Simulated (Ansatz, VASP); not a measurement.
Te: VASP beside Ansatz

File INCAR:

```
SYSTEM = Te
ALGO = Normal ; EDIFF = 1E-7
ENCUT = 520 ; GGA = PS
ISIF = 2 ; ISMEAR = 0
LASPH = .TRUE. ; LCHARG = .FALSE.
LREAL = .FALSE. ; LWAVE = .FALSE.
NBANDS = 9 ; NELM = 100
PREC = Accurate ; SIGMA = 0.15
```

File KPOINTS:

```
k-points
0
G
  15 15 15
  0 0 0
```

File POSCAR:

```
Te
1.0
    2.3693151066      1.3313144930      1.7774251167
   -2.2424935788      1.3313144930      1.6044822910
    0.0634107639     -2.6626289859      1.6909537039
Te
1
Direct
    0.5000000000      0.5000000000      0.5000000000
```

Input for Ansatz:

```yaml
crystal:
  lattice:
    - [2.3693151066, 1.331314493, 1.7774251167]
    - [-2.2424935788, 1.331314493, 1.604482291]
    - [0.0634107639, -2.6626289859, 1.6909537039]
  atoms:
    - { symbol: Te, position: [0.5, 0.5, 0.5] }
basis:
  ecutwfc: 420
kpoints:
  mp_grid: { grid: [15, 15, 15] }
hamiltonian:
  xc: pbesol
scf:
  occupations: { method: gaussian, width: 0.15 }
output:
  forces: true
  stress: true
  eigenvalues: true
```

Change from the starting cell: strain +0.0750 x Voigt [0, 0, 0, 0, 1, 0], atoms carried along.

Alike in both runs: task single point; functional PBEsol; k mesh 15 × 15 × 15; occupations gaussian, width 0.15 eV; no spin polarisation.

|  | VASP | Ansatz |
| --- | --- | --- |
| version | VASP 6.6.1 | Ansatz 0.2.0 |
| potentials or method | VASP PAW PBE potentials, release 64 (Te), cutoff 520 eV | scalar-relativistic, plane waves, PAW |
| valence electrons in the cell | 6 | 16 |

Ansatz gave:

```
gap on the k mesh at the Fermi level (eV)                     : none
pressure (GPa)                                                : 0.0
traceless stress, the component that is largest in VASP (GPa) : -2.21
```

Task: Estimate VASP's values.

Result: gap on the k mesh at the Fermi level (eV): none; pressure (GPa): 0.1; traceless stress, the component that is largest in VASP (GPa): -2.21.

VASP's potentials were made for PBE, not for PBEsol. A gap of «none» marks a metal or a gap that the smearing closes. VASP's potentials hold 6 valence electrons a cell and Ansatz's 16, so a difference there can come from the potentials and not from the codes.

Neither program's run includes spin-orbit coupling.
